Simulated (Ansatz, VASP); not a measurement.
Two plane-wave programs on InP

```
In P
1.0
     0.00000    2.65409    2.65409
     2.65409    0.00000    2.65409
     2.65409    2.65409    0.00000
In P
1 1
Direct
  0.00000 0.00000 0.00000
  0.50000 0.50000 0.50000
```

Change from the starting cell: volume scaled by 0.88, PAW files.

Alike in both runs: task single point; functional PBE; k mesh 13 × 13 × 13; occupations fermi-dirac, width 0.05 eV; no spin polarisation.

|  | VASP | Ansatz |
| --- | --- | --- |
| version | VASP 6.6.1 | Ansatz 0.2.0 |
| potentials or method | VASP PAW PBE potentials, release 64 (In_d, P) | PAW with Ansatz's default frozen-core files, scalar-relativistic |
| plane-wave cutoff (eV) | 520 | 420 |
| valence electrons in the cell | 18 | 18 |

```tsv
	VASP	Ansatz	Ansatz less VASP
pressure (GPa)	12.8	12.8	+0.05
```

With one functional, cell and mesh, what is left measures potentials, basis and numerics.
